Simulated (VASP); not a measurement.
# SiC (ae) (F-43m) in VASP: a series of runs

The runs below take SiC (ae) through single point, relaxation of cell and atoms, with PBE.

All numbers are computed with VASP 6.6.1; they aren't measurements. Logs are shortened: lines on timing, memory, paths and dates and some standing lists are left out, and cuts for length are marked.

## Step 1: The cell of the first run

It takes space group F-43m (No. 216, cubic). Conventional cell: a = 4.507 Å, b = 4.507 Å, c = 4.507 Å, α = 90.00°, β = 90.00°, γ = 90.00°. Si (site symmetry -43m) has 4 C at 1.95 Å within 2.6 Å. Within 2.6 Å of C (site symmetry -43m) lie 4 Si at 1.95 Å.

## Step 2: Single point, PBE (volume scaled by 1.09)

File INCAR:

```
PREC     = Accurate       # precision mode
ENCUT    = 600            # plane-wave cutoff, eV
EDIFF    = 1E-6           # SCF threshold, eV
ISMEAR   = 0              # smearing method
SIGMA    = 0.02           # smearing width, eV
LREAL    = F              # projectors in reciprocal space
LASPH    = T              # aspherical terms in the spheres
NELM     = 120            # most SCF steps
ALGO     = Normal         # electronic algorithm
ISIF     = 2              # what is computed and relaxed
LWAVE    = F              # write WAVECAR
LCHARG   = F              # write CHGCAR
GGA      = PE             # functional
NBANDS   = 11             # bands
GGA_COMPAT= F
```

File KPOINTS:

```
Automatic mesh
0
Gamma
  10 10 10
```

File POSCAR:

```
SiC
1.0
    0.0000000000      2.2536565908      2.2536565908
    2.2536565908      0.0000000000      2.2536565908
    2.2536565908      2.2536565908      0.0000000000
Si C
1 1
Direct
    0.0000000000      0.0000000000      0.0000000000
    0.2500000000      0.2500000000      0.2500000000
```

Potentials or basis: VASP PAW PBE potentials, release 64 (Si, C).

Command:

```
> cat potpaw_PBE.64/Si/POTCAR potpaw_PBE.64/C/POTCAR > POTCAR
> mpirun -np 1 vasp_std > vasp.out
```

OUTCAR:

```text
PREC = Accurate
   ENCUT = 600
   EDIFF = 1E-6
   ISMEAR = 0
   LREAL = F
   LASPH = T
   NELM = 120
   ISIF = 2
   GGA = PE

 ion  position               nearest neighbor table
   1  0.000  0.000  0.000-   2 1.95   2 1.95   2 1.95   2 1.95
   2  0.250  0.250  0.250-   1 1.95   1 1.95   1 1.95   1 1.95

  LATTYP: Found a face centered cubic cell.
 ALAT       =     4.5073131816

  Lattice vectors:

 A1 = (   0.0000000000,   2.2536565908,   2.2536565908)
 A2 = (   2.2536565908,   0.0000000000,   2.2536565908)
 A3 = (   2.2536565908,   2.2536565908,   0.0000000000)

Analysis of symmetry for initial positions (statically):
=====================================================================
 Subroutine PRICEL returns:
 Original cell was already a primitive cell.

 Routine SETGRP: Setting up the symmetry group for a
 face centered cubic supercell.

 Subroutine GETGRP returns: Found 24 space group operations
 (whereof 24 operations were pure point group operations)
 out of a pool of 48 trial point group operations.

The static configuration has the point symmetry T_d .

Analysis of symmetry for dynamics (positions and initial velocities):
=====================================================================
 Subroutine PRICEL returns:
 Original cell was already a primitive cell.

 Routine SETGRP: Setting up the symmetry group for a
 face centered cubic supercell.

 Subroutine GETGRP returns: Found 24 space group operations
 (whereof 24 operations were pure point group operations)
 out of a pool of 48 trial point group operations.

The dynamic configuration has the point symmetry T_d .

 Subroutine INISYM returns: Found 24 space group operations
 (whereof 24 operations are pure point group operations),
 and found     1 'primitive' translations

----------------------------------------------------------------------------------------

                                     Primitive cell

  volume of cell :      22.8925

  direct lattice vectors                    reciprocal lattice vectors
     0.000000000  2.253656591  2.253656591    -0.221861663  0.221861663  0.221861663
     2.253656591  0.000000000  2.253656591     0.221861663 -0.221861663  0.221861663
     2.253656591  2.253656591  0.000000000     0.221861663  0.221861663 -0.221861663

  length of vectors
     3.187151716  3.187151716  3.187151716     0.384275673  0.384275673  0.384275673

  position of ions in fractional coordinates (direct lattice)
     0.000000000  0.000000000  0.000000000
     0.250000000  0.250000000  0.250000000

  ion indices of the primitive-cell ions
   primitive index   ion index
                 1           1
                 2           2

----------------------------------------------------------------------------------------

 KPOINTS: Automatic mesh

Automatic generation of k-mesh.
 Grid dimensions read from file:
 generate k-points for:   10   10   10

 Generating k-lattice:

  Cartesian coordinates                     Fractional coordinates (reciprocal lattice)
    -0.022186166  0.022186166  0.022186166     0.100000000  0.000000000  0.000000000
     0.022186166 -0.022186166  0.022186166     0.000000000  0.100000000  0.000000000
     0.022186166  0.022186166 -0.022186166     0.000000000  0.000000000  0.100000000

  Length of vectors
     0.038427567  0.038427567  0.038427567

  Shift w.r.t. Gamma in fractional coordinates (k-lattice)
     0.000000000  0.000000000  0.000000000

 Subroutine IBZKPT returns following result:
 ===========================================

 Found     47 irreducible k-points:

 Following reciprocal coordinates:
            Coordinates               Weight
  0.000000  0.000000  0.000000      1.000000
  0.100000  0.000000  0.000000      8.000000
  0.200000  0.000000  0.000000      8.000000
  0.300000  0.000000  0.000000      8.000000
  0.400000  0.000000  0.000000      8.000000
  0.500000  0.000000  0.000000      4.000000
[... 16 lines left out ...]
  0.300000  0.300000  0.000000      6.000000
  0.400000  0.300000  0.000000     24.000000
 [... further k-points ...]
   k-points           NKPTS =     47   k-points in BZ     NKDIM =     47   number of bands    NBANDS=     11
   number of dos      NEDOS =    301   number of ions     NIONS =      2
   total plane-waves  NPLWV =  21952
   dimension x,y,z NGX =    28 NGY =   28 NGZ =   28
   dimension x,y,z NGXF=    56 NGYF=   56 NGZF=   56
   ions per type =               1   1
   NGX,Y,Z   is equivalent  to a cutoff of  14.61, 14.61, 14.61 a.u.
   NGXF,Y,Z  is equivalent  to a cutoff of  29.21, 29.21, 29.21 a.u.
 SYSTEM =  unknown system
   PREC   = accura    normal or accurate (medium, high low for compatibility)
   ISTART =      0    job   : 0-new  1-cont  2-samecut
   ICHARG =      2    charge: 1-file 2-atom 10-const
   ISPIN  =      1    spin polarized calculation?
   LNONCOLLINEAR =      F non collinear calculations
   LSORBIT =      F    spin-orbit coupling
   LASPH  =      T    aspherical Exc in radial PAW
   ENCUT  =  600.0 eV  44.10 Ry    6.64 a.u.   6.37  6.37  6.37*2*pi/ulx,y,z
   NELM   =    120;   NELMIN=  2; NELMDL= -5     # of ELM steps
   EDIFF  = 0.1E-05   stopping-criterion for ELM
   LREAL  =      F    real-space projection
   EDIFFG = 0.1E-04   stopping-criterion for IOM
   NSW    =      0    number of steps for IOM
   IBRION =     -1    ionic relax: 0-MD 1-quasi-New 2-CG
   NFREE  =      0    steps in history (QN), initial steepest desc. (CG)
   ISIF   =      2    stress and relaxation
   ISYM   =      2    0-nonsym 1-usesym 2-fastsym
   POTIM  = 0.5000    time-step for ionic-motion
   TEBEG  =    0.0;   TEEND  =   0.0 temperature during run
   PSTRESS=    0.0 pullay stress
   NELECT =       8.0000    total number of electrons
   NUPDOWN=      -1.0000    fix difference up-down
   EMIN   =  10.00;   EMAX   =-10.00  energy-range for DOS
   EFERMI =   0.00;   METHOD = LEGACY
   ISMEAR =     0;   SIGMA  =   0.02  broadening in eV -4-tet -1-fermi 0-gaus
   EFERMI_NEDOS =   21; number of points for ismear=-14 and -15
   IALGO  =     38    algorithm
   IMIX   =      4    mixing-type and parameters
     AMIX     =   0.40;   BMIX     =  1.00
     AMIX_MAG =   1.60;   BMIX_MAG =  1.00
  volume/ion in A,a.u.               =      11.45        77.24
  Fermi-wavevector in a.u.,A,eV,Ry     =   1.153118  2.179077 18.091410  1.329681
  Thomas-Fermi vector in A             =   2.289764
   LORBIT       =      0    0 simple, 1 ext, 2 COOP (PROOUT), +10 PAW based schemes
   GGA     = PE    functional components
   LHFCALC =     F    Hartree Fock is set to
   AEXX    =    0.0000 exact exchange contribution
   IVDW    =     0    specifies the selected vdW correction
   LEPSILON=     F    determine dielectric tensor
   LRPA    =     F    only Hartree local field effects (RPA)
 non-spin polarized calculation
 Gauss-broadening in eV      SIGMA  =   0.02
  energy-cutoff  :      600.00
  volume of cell :       22.89
 maximum number of plane-waves:       785
 NGX is ok and might be reduce to    28
   NGX = 13   NGY = 13   NGZ = 13

 number of electron       8.0000000 magnetization

 Free energy of the ion-electron system (eV)
  ---------------------------------------------------
  ext. energy  EPLUGINS =         0.00000000
  ---------------------------------------------------
  free energy    TOTEN  =       -14.96424837 eV

  energy without entropy =      -14.96424837  energy(sigma->0) =      -14.96424837

 E-fermi :   7.1503     XC(G=0): -10.9199

 val. band max:        7.0114532603   @ k =   0.0000   0.0000   0.0000
 cond. band min:       8.4546401632   @ k =   0.5000   0.5000   0.0000
 fundamental gap:      1.4431869028
 Fermi energy:         7.1502939150

 k-point     1 :       0.0000    0.0000    0.0000
  band No.  band energies     occupation
      1      -7.6208      2.00000
      2       7.0115      2.00000
      3       7.0115      2.00000
      4       7.0115      2.00000
      5      12.0718      0.00000
      6      13.6521      0.00000
      7      13.6521      0.00000
      8      13.6521      0.00000
      9      20.9466      0.00000
     10      20.9466      0.00000
     11      21.9865      0.00000

 k-point     2 :       0.1000    0.0000    0.0000
  band No.  band energies     occupation
      1      -7.4408      2.00000
      2       6.0099      2.00000
      3       6.8808      2.00000
      4       6.8808      2.00000
      5      12.4533      0.00000
      6      13.8252      0.00000
      7      13.8810      0.00000
      8      13.8810      0.00000
      9      20.0822      0.00000
     10      20.0822      0.00000
     11      22.3294      0.00000

 k-point     3 :       0.2000    0.0000    0.0000
  band No.  band energies     occupation
      1      -6.9099      2.00000
      2       3.9824      2.00000
      3       6.5816      2.00000
      4       6.5816      2.00000
      5      12.3172      0.00000
      6      14.2563      0.00000
      7      14.2563      0.00000
      8      14.8953      0.00000
      9      19.4451      0.00000
     10      19.4451      0.00000
     11      21.6125      0.00000

 k-point     4 :       0.3000    0.0000    0.0000
  band No.  band energies     occupation
      1      -6.0656      2.00000
      2       1.8174      2.00000
      3       6.2738      2.00000
      4       6.2738      2.00000
      5      11.9258      0.00000
      6      14.2398      0.00000
      7      14.2398      0.00000
      8      15.9696      0.00000
      9      20.1084      0.00000
     10      20.1084      0.00000
     11      21.2221      0.00000

 k-point     5 :       0.4000    0.0000    0.0000
  band No.  band energies     occupation
      1      -5.0400      2.00000
      2      -0.0687      2.00000
      3       6.0606      2.00000
      4       6.0606      2.00000
      5      11.6501      0.00000
      6      13.9693      0.00000
      7      13.9693      0.00000
      8      16.4326      0.00000
      9      21.6438      0.00000
     10      21.8097      0.00000
     11      21.8097      0.00000
[... 211 lines left out ...]
 k-point    21 :      -0.3000    0.2000    0.0000
  band No.  band energies     occupation
      1      -4.8240      2.00000
      2       0.8772      2.00000
      3       3.4139      2.00000
      4       5.8803      2.00000
      5      12.2197      0.00000
      6      14.4729      0.00000
      7      15.1759      0.00000
      8      16.3776      0.00000
      9      19.1823      0.00000
     10      21.4316      0.00000
     11      24.8905      0.00000

 k-point    22 :      -0.2000    0.2000    0.0000
  band No.  band energies     occupation
      1      -5.7806      2.00000
      2       2.3551      2.00000
      3       3.9900      2.00000
      4       6.3677      2.00000
      5      13.0181      0.00000
      6      14.1949      0.00000
      7      14.7447      0.00000
      8      15.3877      0.00000
      9      18.1496      0.00000
     10      21.4636      0.00000
     11      24.9271      0.00000

 k-point    23 :       0.3000    0.3000    0.0000
  band No.  band energies     occupation
      1      -5.5321      2.00000
      2       2.6740      2.00000
      3       4.7933      2.00000
      4       4.7933      2.00000
      5      10.0152      0.00000
      6      12.2320      0.00000
      7      17.5854      0.00000
      8      17.5854      0.00000
      9      18.3143      0.00000
     10      23.3456      0.00000
     11      27.0830      0.00000

 k-point    24 :       0.4000    0.3000    0.0000
  band No.  band energies     occupation
      1      -4.7411      2.00000
      2       1.5357      2.00000
      3       4.0626      2.00000
      4       4.5460      2.00000
      5       9.7991      0.00000
      6      12.2211      0.00000
      7      17.5927      0.00000
      8      18.0077      0.00000
      9      19.6458      0.00000
     10      24.1880      0.00000
     11      26.6816      0.00000

 [... further k-points ...]
[... 5 lines left out ...]
  --------------------------------------------------------------------------------------
  -------------------------------------------------------------------------------------
  Total       -2.2245141     -2.2245141     -2.2245141      0.0000000      0.0000000      0.0000000
  in kB     -155.6870669   -155.6870669   -155.6870669      0.0000000      0.0000000      0.0000000
  external PRESSURE =    -155.6870669 kB  Pullay stress =       0.0000000 kB

 VOLUME and BASIS-vectors are now :
 -----------------------------------------------------------------------------
  energy-cutoff  :      600.00
  volume of cell :       22.89
      direct lattice vectors                 reciprocal lattice vectors
     0.000000000  2.253656591  2.253656591    -0.221861663  0.221861663  0.221861663
     2.253656591  0.000000000  2.253656591     0.221861663 -0.221861663  0.221861663
     2.253656591  2.253656591  0.000000000     0.221861663  0.221861663 -0.221861663

 POSITION                                       TOTAL-FORCE (eV/Angst)
 -----------------------------------------------------------------------------------
      0.00000      0.00000      0.00000         0.000000      0.000000      0.000000
      1.12683      1.12683      1.12683        -0.000000     -0.000000     -0.000000
 -----------------------------------------------------------------------------------
    total drift:                                0.000000      0.000000      0.000000

  FREE ENERGIE OF THE ION-ELECTRON SYSTEM (eV)
  ---------------------------------------------------
  free  energy   TOTEN  =       -14.9642483669 eV

  energy  without entropy=      -14.9642483669  energy(sigma->0) =      -14.96424837
```

Run time: 15 s. Hardware: 1 thread of Intel Xeon Platinum 8259CL at 2.50GHz (Skylake/Cascade Lake), shared host; peak memory 0.15 GiB.

Results:

* Free energy: -14.9642 eV
* Pressure: -15.6 GPa
* Band gap on the k mesh: 1.44 eV, indirect (least direct gap 4.43 eV)

(Continued in part 2 of 2.)
